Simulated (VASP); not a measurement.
# Ag in VASP: a series of runs

Runs on Ag. Level: PBE. Tasks: single point, relaxation of cell and atoms.

Everything below comes from runs of VASP 6.6.1. Logs are shortened: lines on timing, memory, paths and dates and some standing lists are left out, and cuts for length are marked.

## 1. The cell of the first run

The structure is cubic, space group Pm-3m (No. 221). The conventional cell has a = 2.758 Å, b = 2.758 Å, c = 2.758 Å, α = 90.00°, β = 90.00°, γ = 90.00°. Within 3.6 Å of Ag (site symmetry m-3m) lie 6 Ag at 2.76 Å.

This isn't the form of Ag at room conditions, which is fcc.

## 2. Single point, PBE

The input, INCAR:

```
SYSTEM = Ag
ALGO = Normal
EDIFF = 1E-7
ENCUT = 520
GGA = PE
ISIF = 2
ISMEAR = 0
LASPH = .TRUE.
LCHARG = .FALSE.
LREAL = .FALSE.
LWAVE = .FALSE.
NBANDS = 12
NELM = 100
PREC = Accurate
SIGMA = 0.1
```

The input, KPOINTS:

```
k-points
0
G
  6 6 6
  0 0 0
```

The input, POSCAR:

```
Ag
1.0
    2.7580786687      0.0000000000      0.0000000000
    0.0000000000      2.7580786687      0.0000000000
    0.0000000000      0.0000000000      2.7580786687
Ag
1
Direct
    0.0000000000      0.0000000000      0.0000000000
```

Potentials or basis: VASP PAW PBE potentials, release 64 (Ag).

On the command line:

```sh
$ cat potpaw_PBE.64/Ag/POTCAR > POTCAR
$ mpirun -np 1 vasp_std > vasp.out
```

OUTCAR:

```text
SYSTEM = Ag
   EDIFF = 1E-7
   ENCUT = 520
   GGA = PE
   ISIF = 2
   ISMEAR = 0
   LASPH = .TRUE.
   LREAL = .FALSE.
   NELM = 100
   PREC = Accurate

 ion  position               nearest neighbor table
   1  0.000  0.000  0.000-

  LATTYP: Found a simple cubic cell.
 ALAT       =     2.7580786687

  Lattice vectors:

 A1 = (   2.7580786687,   0.0000000000,   0.0000000000)
 A2 = (   0.0000000000,   2.7580786687,   0.0000000000)
 A3 = (   0.0000000000,   0.0000000000,   2.7580786687)

Analysis of symmetry for initial positions (statically):
=====================================================================
 Subroutine PRICEL returns:
 Original cell was already a primitive cell.

 Routine SETGRP: Setting up the symmetry group for a
 simple cubic supercell.

 Subroutine GETGRP returns: Found 48 space group operations
 (whereof 48 operations were pure point group operations)
 out of a pool of 48 trial point group operations.

The static configuration has the point symmetry O_h .

Analysis of symmetry for dynamics (positions and initial velocities):
=====================================================================
 Subroutine PRICEL returns:
 Original cell was already a primitive cell.

 Routine SETGRP: Setting up the symmetry group for a
 simple cubic supercell.

 Subroutine GETGRP returns: Found 48 space group operations
 (whereof 48 operations were pure point group operations)
 out of a pool of 48 trial point group operations.

The dynamic configuration has the point symmetry O_h .

 Subroutine INISYM returns: Found 48 space group operations
 (whereof 48 operations are pure point group operations),
 and found     1 'primitive' translations

----------------------------------------------------------------------------------------

                                     Primitive cell

  volume of cell :      20.9807

  direct lattice vectors                    reciprocal lattice vectors
     2.758078669  0.000000000  0.000000000     0.362571239  0.000000000  0.000000000
     0.000000000  2.758078669  0.000000000     0.000000000  0.362571239  0.000000000
     0.000000000  0.000000000  2.758078669     0.000000000  0.000000000  0.362571239

  length of vectors
     2.758078669  2.758078669  2.758078669     0.362571239  0.362571239  0.362571239

  position of ions in fractional coordinates (direct lattice)
     0.000000000  0.000000000  0.000000000

  ion indices of the primitive-cell ions
   primitive index   ion index
                 1           1

----------------------------------------------------------------------------------------

 KPOINTS: k-points

Automatic generation of k-mesh.
 Grid dimensions read from file:
 generate k-points for:    6    6    6

 Generating k-lattice:

  Cartesian coordinates                     Fractional coordinates (reciprocal lattice)
     0.060428540  0.000000000  0.000000000     0.166666667  0.000000000  0.000000000
     0.000000000  0.060428540  0.000000000     0.000000000  0.166666667  0.000000000
     0.000000000  0.000000000  0.060428540     0.000000000  0.000000000  0.166666667

  Length of vectors
     0.060428540  0.060428540  0.060428540

  Shift w.r.t. Gamma in fractional coordinates (k-lattice)
     0.000000000  0.000000000  0.000000000

 Subroutine IBZKPT returns following result:
 ===========================================

 Found     20 irreducible k-points:

 Following reciprocal coordinates:
            Coordinates               Weight
  0.000000  0.000000  0.000000      1.000000
  0.166667  0.000000  0.000000      6.000000
  0.333333  0.000000  0.000000      6.000000
  0.500000  0.000000  0.000000      3.000000
  0.166667  0.166667  0.000000     12.000000
  0.333333  0.166667  0.000000     24.000000
[... 12 lines left out ...]
  0.500000  0.500000  0.333333      6.000000
  0.500000  0.500000  0.500000      1.000000
   k-points           NKPTS =     20   k-points in BZ     NKDIM =     20   number of bands    NBANDS=     12
   number of dos      NEDOS =    301   number of ions     NIONS =      1
   total plane-waves  NPLWV =  13824
   dimension x,y,z NGX =    24 NGY =   24 NGZ =   24
   dimension x,y,z NGXF=    48 NGYF=   48 NGZF=   48
   ions per type =               1
   NGX,Y,Z   is equivalent  to a cutoff of  14.47, 14.47, 14.47 a.u.
   NGXF,Y,Z  is equivalent  to a cutoff of  28.93, 28.93, 28.93 a.u.
 SYSTEM =  Ag
   PREC   = accura    normal or accurate (medium, high low for compatibility)
   ISTART =      0    job   : 0-new  1-cont  2-samecut
   ICHARG =      2    charge: 1-file 2-atom 10-const
   ISPIN  =      1    spin polarized calculation?
   LNONCOLLINEAR =      F non collinear calculations
   LSORBIT =      F    spin-orbit coupling
   LASPH  =      T    aspherical Exc in radial PAW
   ENCUT  =  520.0 eV  38.22 Ry    6.18 a.u.   5.13  5.13  5.13*2*pi/ulx,y,z
   NELM   =    100;   NELMIN=  2; NELMDL= -5     # of ELM steps
   EDIFF  = 0.1E-06   stopping-criterion for ELM
   LREAL  =      F    real-space projection
   EDIFFG = 0.1E-05   stopping-criterion for IOM
   NSW    =      0    number of steps for IOM
   IBRION =     -1    ionic relax: 0-MD 1-quasi-New 2-CG
   NFREE  =      0    steps in history (QN), initial steepest desc. (CG)
   ISIF   =      2    stress and relaxation
   ISYM   =      2    0-nonsym 1-usesym 2-fastsym
   POTIM  = 0.5000    time-step for ionic-motion
   TEBEG  =    0.0;   TEEND  =   0.0 temperature during run
   PSTRESS=    0.0 pullay stress
   NELECT =      11.0000    total number of electrons
   NUPDOWN=      -1.0000    fix difference up-down
   EMIN   =  10.00;   EMAX   =-10.00  energy-range for DOS
   EFERMI =   0.00;   METHOD = LEGACY
   ISMEAR =     0;   SIGMA  =   0.10  broadening in eV -4-tet -1-fermi 0-gaus
   EFERMI_NEDOS =   21; number of points for ismear=-14 and -15
   IALGO  =     38    algorithm
   IMIX   =      4    mixing-type and parameters
     AMIX     =   0.40;   BMIX     =  1.00
     AMIX_MAG =   1.60;   BMIX_MAG =  1.00
  volume/ion in A,a.u.               =      20.98       141.58
  Fermi-wavevector in a.u.,A,eV,Ry     =   1.320076  2.494583 23.709537  1.742602
  Thomas-Fermi vector in A             =   2.449929
   LORBIT       =      0    0 simple, 1 ext, 2 COOP (PROOUT), +10 PAW based schemes
   GGA     = PE    functional components
   LHFCALC =     F    Hartree Fock is set to
   AEXX    =    0.0000 exact exchange contribution
   IVDW    =     0    specifies the selected vdW correction
   LEPSILON=     F    determine dielectric tensor
   LRPA    =     F    only Hartree local field effects (RPA)
 non-spin polarized calculation
 Gauss-broadening in eV      SIGMA  =   0.10
  energy-cutoff  :      520.00
  volume of cell :       20.98
 maximum number of plane-waves:       587
 NGX is ok and might be reduce to    24
   NGX = 11   NGY = 11   NGZ = 11

 number of electron      10.9999996 magnetization

 Free energy of the ion-electron system (eV)
  ---------------------------------------------------
  ext. energy  EPLUGINS =         0.00000000
  ---------------------------------------------------
  free energy    TOTEN  =        -2.39072563 eV

  energy without entropy =       -2.38445686  energy(sigma->0) =       -2.38759124

 E-fermi :   5.8774     XC(G=0): -10.9198

 val. band max:        5.8773751594   @ k =   0.3333   0.3333   0.1667
 cond. band min:       6.4045839388   @ k =   0.5000   0.1667   0.0000
 fundamental gap:      0.5272087794
 Fermi energy:         5.8773751594

 k-point     1 :       0.0000    0.0000    0.0000
  band No.  band energies     occupation
      1      -0.4834      2.00000
      2       0.1653      2.00000
      3       0.1653      2.00000
      4       3.0163      2.00000
      5       3.0163      2.00000
      6       3.0163      2.00000
      7      19.6609      0.00000
      8      19.6609      0.00000
      9      19.6609      0.00000
     10      24.6749      0.00000
     11      24.6749      0.00000
     12      25.0884      0.00000

 k-point     2 :       0.1667    0.0000    0.0000
  band No.  band energies     occupation
      1      -0.0148      2.00000
      2       0.2352      2.00000
      3       0.6823      2.00000
      4       2.7684      2.00000
      5       2.7684      2.00000
      6       3.0372      2.00000
      7      15.7508      0.00000
      8      20.5486      0.00000
      9      20.5486      0.00000
     10      24.2006      0.00000
     11      24.9171      0.00000
     12      29.5671      0.00000

 k-point     3 :       0.3333    0.0000    0.0000
  band No.  band energies     occupation
      1       0.3785      2.00000
      2       0.5132      2.00000
      3       2.3092      2.00000
      4       2.3092      2.00000
      5       2.7978      2.00000
      6       3.0792      2.00000
      7      10.8525      0.00000
      8      22.7973      0.00000
      9      22.7973      0.00000
     10      23.2386      0.00000
     11      24.7688      0.00000
     12      30.8753      0.00000
[... 226 lines left out ...]
 k-point    19 :       0.5000    0.5000    0.3333
  band No.  band energies     occupation
      1       0.5671      2.00000
      2       1.0216      2.00000
      3       1.0216      2.00000
      4       2.9681      2.00000
      5       3.7977      2.00000
      6      12.7338      0.00000
      7      12.7338      0.00000
      8      13.7023      0.00000
      9      15.7098      0.00000
     10      21.2648      0.00000
     11      21.7398      0.00000
     12      21.7398      0.00000

 k-point    20 :       0.5000    0.5000    0.5000
  band No.  band energies     occupation
      1       0.6980      2.00000
      2       0.6980      2.00000
      3       0.6980      2.00000
      4       3.8117      2.00000
      5       3.8117      2.00000
      6      14.1847      0.00000
      7      14.1847      0.00000
      8      14.1847      0.00000
      9      16.0064      0.00000
     10      19.8702      0.00000
     11      19.8702      0.00000
     12      19.8702      0.00000

------------------------ aborting loop because EDIFF is reached ----------------------------------------

  FORCE on cell =-STRESS in cart. coord.  units (eV):
  Direction    XX          YY          ZZ          XY          YZ          ZX
  --------------------------------------------------------------------------------------
  -------------------------------------------------------------------------------------
  Total       -0.0625831     -0.0625831     -0.0625831      0.0000000     -0.0000000      0.0000000
  in kB       -4.7791168     -4.7791168     -4.7791168      0.0000000     -0.0000000      0.0000000
  external PRESSURE =      -4.7791168 kB  Pullay stress =       0.0000000 kB

 VOLUME and BASIS-vectors are now :
 -----------------------------------------------------------------------------
  energy-cutoff  :      520.00
  volume of cell :       20.98
      direct lattice vectors                 reciprocal lattice vectors
     2.758078669  0.000000000  0.000000000     0.362571239  0.000000000  0.000000000
     0.000000000  2.758078669  0.000000000     0.000000000  0.362571239  0.000000000
     0.000000000  0.000000000  2.758078669     0.000000000  0.000000000  0.362571239

 POSITION                                       TOTAL-FORCE (eV/Angst)
 -----------------------------------------------------------------------------------
      0.00000      0.00000      0.00000         0.000000      0.000000      0.000000
 -----------------------------------------------------------------------------------
    total drift:                                0.000000     -0.000000      0.000000

  FREE ENERGIE OF THE ION-ELECTRON SYSTEM (eV)
  ---------------------------------------------------
  free  energy   TOTEN  =        -2.3907256286 eV

  energy  without entropy=       -2.3844568554  energy(sigma->0) =       -2.38759124
```

Wall time 7.2 s (1 thread of Intel Xeon 8259CL, shared host); peak memory 0.13 GiB.

Results:

| Quantity | Value |
| --- | --- |
| Free energy | -2.3907 eV |
| Pressure | -0.5 GPa |
| Band gap on the k mesh | zero (an odd number of electrons rules out a gap without spin polarisation) |

Levels at points of the mesh, in eV from the Fermi level:
| k point | band 3 | band 4 | band 5 | band 6 | band 7 | band 8 |
| --- | --- | --- | --- | --- | --- | --- |
| (0.00, 0.00, 0.00) | -5.71 | -2.86 | -2.86 | -2.86 | 13.78 | 13.78 |
| (0.50, 0.00, 0.00) | -3.78 | -3.78 | -2.78 | -0.51 | 1.54 | 16.89 |
| (0.50, 0.50, 0.00) | -3.62 | -3.62 | -2.12 | 3.78 | 3.78 | 7.19 |
| (0.50, 0.50, 0.50) | -5.18 | -2.07 | -2.07 | 8.31 | 8.31 | 8.31 |

Caveat: the k points lie up to 0.38 Å⁻¹ apart, too coarse for converged energies and pressures of a metal.

## 3. Relaxation of cell and atoms, PBE

This run uses another cell than the first one, of 18.18 Å³/atom.

The input, INCAR:

```
SYSTEM = Ag
PREC = Accurate
ENCUT = 600
EDIFF = 1E-6
ISMEAR = 0
SIGMA = 0.1
LREAL = .False.
LASPH = .True.
NELM = 100
ALGO = Normal
ISIF = 3
LWAVE = .False.
LCHARG = .False.
GGA = PE
IBRION = 2
NSW = 90
EDIFFG = -0.04
```

The input, KPOINTS:

```
Automatic mesh
0
Gamma
  6 6 6
  0 0 0
```

The input, POSCAR:

```
Ag
1.0
    2.6295146812      0.0000000000      0.0000000000
    0.0000000000      2.6295146812      0.0000000000
    0.0000000000      0.0000000000      2.6295146812
Ag
1
Direct
    0.0000000000      0.0000000000      0.0000000000
```

Potentials or basis: VASP PAW PBE potentials, release 64 (Ag).

On the command line:

```sh
$ cat potpaw_PBE.64/Ag/POTCAR > POTCAR
$ mpirun -np 1 vasp_std > vasp.out
```

OUTCAR:

```text
SYSTEM = Ag
   PREC = Accurate
   ENCUT = 600
   EDIFF = 1E-6
   ISMEAR = 0
   LREAL = .False.
   LASPH = .True.
   NELM = 100
   ISIF = 3
   GGA = PE
   IBRION = 2
   NSW = 90
   EDIFFG = -0.04

 ion  position               nearest neighbor table
   1  0.000  0.000  0.000-

  LATTYP: Found a simple cubic cell.
 ALAT       =     2.6295146812

  Lattice vectors:

 A1 = (   2.6295146812,   0.0000000000,   0.0000000000)
 A2 = (   0.0000000000,   2.6295146812,   0.0000000000)
 A3 = (   0.0000000000,   0.0000000000,   2.6295146812)

Analysis of symmetry for initial positions (statically):
=====================================================================
 Subroutine PRICEL returns:
 Original cell was already a primitive cell.

 Routine SETGRP: Setting up the symmetry group for a
 simple cubic supercell.

 Subroutine GETGRP returns: Found 48 space group operations
 (whereof 48 operations were pure point group operations)
 out of a pool of 48 trial point group operations.

The static configuration has the point symmetry O_h .

[... 140 lines left out ...]
  volume of cell :       18.18
 maximum number of plane-waves:       624
 NGX is ok and might be reduce to    24
   NGX = 11   NGY = 11   NGZ = 11

--------------------------------------- Ionic step        1  -------------------------------------------

 number of electron      11.0000000 magnetization

 Free energy of the ion-electron system (eV)
  ---------------------------------------------------
  ext. energy  EPLUGINS =         0.00000000
  ---------------------------------------------------
  free energy    TOTEN  =        -2.29268974 eV

  energy without entropy =       -2.28642018  energy(sigma->0) =       -2.28955496

------------------------ aborting loop because EDIFF is reached ----------------------------------------

  FORCE on cell =-STRESS in cart. coord.  units (eV):
  Direction    XX          YY          ZZ          XY          YZ          ZX
  --------------------------------------------------------------------------------------
  -------------------------------------------------------------------------------------
  Total        1.5420367      1.5420367      1.5420367      0.0000000      0.0000000     -0.0000000
  in kB      135.8871801    135.8871801    135.8871801      0.0000000      0.0000000     -0.0000000
  external PRESSURE =     135.8871801 kB  Pullay stress =       0.0000000 kB
[... 57 lines left out ...]
--------------------------------------- Ionic step        3  -------------------------------------------

 number of electron      10.9999996 magnetization

 Free energy of the ion-electron system (eV)
  ---------------------------------------------------
  ext. energy  EPLUGINS =         0.00000000
  ---------------------------------------------------
  free energy    TOTEN  =        -2.38901077 eV

  energy without entropy =       -2.38274200  energy(sigma->0) =       -2.38587638

 E-fermi :   5.9702     XC(G=0): -10.9650

 val. band max:        5.4318270633   @ k =   0.5000   0.0000   0.0000
 cond. band min:       5.9701879177   @ k =   0.3333   0.3333   0.1667
 fundamental gap:      0.5383608544
 Fermi energy:         5.9701879177

 k-point     1 :       0.0000    0.0000    0.0000
  band No.  band energies     occupation
      1      -0.4409      2.00000
      2       0.2173      2.00000
      3       0.2173      2.00000
      4       3.1086      2.00000
      5       3.1086      2.00000
      6       3.1086      2.00000
      7      19.8125      0.00000
      8      19.8125      0.00000
      9      19.8125      0.00000
[... 254 lines left out ...]
  FREE ENERGIE OF THE ION-ELECTRON SYSTEM (eV)
  ---------------------------------------------------
  free  energy   TOTEN  =        -2.3890107715 eV

  energy  without entropy=       -2.3827419984  energy(sigma->0) =       -2.38587638

 reached required accuracy - stopping structural energy minimisation
```

OSZICAR:

```text
N       E                     dE             d eps       ncg     rms          rms(c)
DAV:   1     0.502914895756E+02    0.50291E+02   -0.63562E+03   360   0.123E+03
DAV:   2    -0.208210482924E+01   -0.52374E+02   -0.50228E+02   374   0.218E+02
DAV:   3    -0.251325341891E+01   -0.43115E+00   -0.43102E+00   413   0.251E+01
[... 22 lines left out ...]
DAV:   3    -0.239356079247E+01    0.11507E-01   -0.16457E-02   360   0.156E+00    0.873E-01
DAV:   4    -0.238894161767E+01    0.46192E-02   -0.89380E-03   362   0.709E-01    0.510E-02
DAV:   5    -0.238897826145E+01   -0.36644E-04   -0.94523E-05   365   0.733E-02    0.304E-02
DAV:   6    -0.238901064253E+01   -0.32381E-04   -0.23858E-05   363   0.446E-02    0.269E-03
DAV:   7    -0.238901077155E+01   -0.12902E-06   -0.31281E-07   221   0.524E-03
   3 F= -.23890108E+01 E0= -.23858764E+01  d E =-.963210E-01
```

CONTCAR:

```text
Ag
   1.00000000000000
     2.7504952843493542    0.0000000000000000   -0.0000000000000000
     0.0000000000000000    2.7504952843493542    0.0000000000000000
    -0.0000000000000000    0.0000000000000000    2.7504952843493542
  Ag
     1
Direct
     0.0000000000000000    0.0000000000000000    0.0000000000000000

  0.00000000E+00  0.00000000E+00  0.00000000E+00
```

It took 13 s on 1 thread of Intel Xeon 8259CL, shared host; peak memory 0.14 GiB.

What came out:

* Free energy: -2.3890 eV
* Relaxed volume: 20.81 Å³/atom
* Relaxed cell: a = 2.750 Å, b = 2.750 Å, c = 2.750 Å, α = 90.00°, β = 90.00°, γ = 90.00°
* Space group after relaxing (to 0.1 Å): Pm-3m (No. 221)
* Energy gained by relaxing: 96.3 meV/atom
* Ionic steps: 3
* Pressure after relaxing: 0.1 GPa
* Band gap on the k mesh: zero (an odd number of electrons rules out a gap without spin polarisation)

The path:
```tsv
step	energy change (eV)	largest force (eV/Å)	pressure (GPa)	volume (Å³)
1	0.0000	0.0000	13.59	18.18
2	-0.0708	0.0000	-4.29	22.55
3	-0.0963	0.0000	0.05	20.81
```

Final structure:
```yaml
crystal:
  lattice:
    - [2.75050, 0.00000, 0.00000]
    - [0.00000, 2.75050, 0.00000]
    - [0.00000, 0.00000, 2.75050]
  atoms:
    - { symbol: Ag, position: [0.00000, 0.00000, 0.00000] }
```

Caveat: the k points lie up to 0.38 Å⁻¹ apart in the final cell, too coarse for converged energies and pressures of a metal.

(Continued in part 2 of 2.)

The gap in the log of VASP goes by the Fermi energy; the results here count the filled bands.